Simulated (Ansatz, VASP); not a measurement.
# Two plane-wave programs on InAs

```xyz
2
Lattice="0.0000 3.1072 3.1072 3.1072 0.0000 3.1072 3.1072 3.1072 0.0000" Properties=species:S:1:pos:R:3 pbc="T T T"
In    0.0000    0.0000    0.0000
As    1.5536    1.5536    1.5536
```

Alike in both runs: task relaxation of cell and atoms; functional r2SCAN; k mesh 11 × 11 × 11; occupations fermi-dirac, width 0.1 eV; no spin polarisation.

|  | VASP | Ansatz |
| --- | --- | --- |
| version | VASP 6.6.1 | Ansatz 0.2.0 |
| potentials or method | VASP PAW PBE potentials, release 64 (In_d, As) | PAW with Ansatz's default frozen-core files, scalar-relativistic |
| plane-wave cutoff (eV) | 600 | 500 |
| valence electrons in the cell | 18 | 28 |

```csv
,VASP,Ansatz,Ansatz less VASP
relaxed volume (Å³/atom),28.52,28.51,-0.004
relaxed length of the cell vector where the two differ most in proportion (Å),4.321,4.320,-0.0002
```

VASP's potentials were made for PBE, not for r2SCAN. VASP's potentials hold 18 valence electrons a cell and Ansatz's 28, so a difference there can come from the potentials and not from the codes.
